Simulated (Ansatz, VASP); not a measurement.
**One calculation of Ce, two programs**

Contents of INCAR:

```
SYSTEM = Ce
PREC     = Accurate       ! precision mode
ENCUT    = 500            ! plane-wave cutoff, eV
EDIFF    = 1E-6           ! SCF threshold, eV
ISMEAR   = -1             ! smearing method
SIGMA    = 0.03           ! smearing width, eV
LREAL    = .False.        ! projectors in reciprocal space
LASPH    = .True.         ! aspherical terms in the spheres
NELM     = 200            ! most SCF steps
ALGO     = Normal         ! electronic algorithm
ISIF     = 2              ! what is computed and relaxed
LWAVE    = .False.        ! write WAVECAR
LCHARG   = .True.         ! write CHGCAR
LELF     = .True.         ! ELF
LVHAR    = .True.       
NBANDS   = 12             ! bands
GGA_COMPAT= .False.      
LMAXMIX  = 6              ! l up to which the mixer works
```

KPOINTS

```
Automatic mesh
0
Gamma
  12 12 12
  0 0 0
```

File POSCAR:

```
Ce
1.0
    0.0000000000      2.2649297842      2.2649297842
    2.2649297842      0.0000000000      2.2649297842
    2.2649297842      2.2649297842      0.0000000000
Ce
1
Direct
    0.0000000000      0.0000000000      0.0000000000
```

Input for Ansatz:

```yaml
crystal:
  lattice:
    - [0.0, 2.2649297842, 2.2649297842]
    - [2.2649297842, 0.0, 2.2649297842]
    - [2.2649297842, 2.2649297842, 0.0]
  atoms:
    - { symbol: Ce, position: [0.0, 0.0, 0.0] }
hamiltonian:
  xc: lda
  pseudopotentials:
    kind: paw
    azcp:
      Ce: "pseudopotentials/Ce.paw.azcp"
basis:
  ecutwfc: 420
  fft_grid_basis: typed
kpoints:
  mp_grid: { grid: [12, 12, 12], shift: [0, 0, 0] }
magnetization:
  spin_polarized: false
scf:
  occupations: { method: fermi_dirac, width: 0.03 }
  lower_state_search: "off"
output:
  stress: true
```

Alike in both runs: task single point; functional LDA; k mesh 12 × 12 × 12; occupations fermi-dirac, width 0.03 eV; no spin polarisation.

|  | VASP | Ansatz |
| --- | --- | --- |
| version | VASP 6.6.1 | Ansatz 0.2.0 |
| potentials or method | VASP PAW LDA potentials, release 64 (Ce), cutoff 500 eV | plane waves (420 eV) with PAW, scalar-relativistic |
| valence electrons in the cell | 12 | 12 |

Ansatz gave:

| Property | Result |
| --- | --- |
| pressure (GPa) | -0.3 |

Task: What did VASP give for the same quantities?

Result: Pressure (GPa): -0.9.

Ansatz warns that its potentials were made for another functional, while VASP's fit it. LDA's correlation is that of Perdew and Zunger in VASP and of Perdew and Wang (1992) in Ansatz.

Spin-orbit coupling is off throughout.
